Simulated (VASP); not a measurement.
A run of VASP 6.6.1:

Contents of INCAR:

```
ALGO = Normal
EDIFF = 1E-6
ENCUT = 520
GGA = CA
ISIF = 2
ISMEAR = -1
LASPH = T
LCHARG = F
LREAL = F
LWAVE = F
NBANDS = 36
NELM = 80
PREC = Accurate
SIGMA = 0.1
```

Contents of KPOINTS:

```
k-points
0
Gamma
  6 6 6
```

POSCAR

```
PtRh3
1.0
    3.8404800000      0.0000000000      0.0000000000
    0.0000000000      3.8404800000      0.0000000000
    0.0000000000      0.0000000000      3.8404800000
Rh Pt
3 1
Direct
    0.5000000000      0.0000000000      0.0000000000
    0.0000000000      0.5000000000      0.0000000000
    0.0000000000      0.0000000000      0.5000000000
    0.5000000000      0.5000000000      0.5000000000
```

Potentials or basis: VASP PAW LDA potentials, release 64 (Rh_pv, Pt).

Run with:

```bash
$ cat potpaw_LDA.64/Rh_pv/POTCAR potpaw_LDA.64/Pt/POTCAR > POTCAR
$ mpirun -np 1 vasp_std > vasp.out
```

Hardware: 1 thread of Intel(R) Xeon(R) Platinum 8488C (Sapphire Rapids), with other jobs on the host.

Problem. How long does it take, and how much memory?

Solution. Run time: 37 s on 1 thread of Intel(R) Xeon(R) Platinum 8488C (Sapphire Rapids) (shared host), peak memory 0.16 GiB. Counts: scf iterations 13, k points 20.
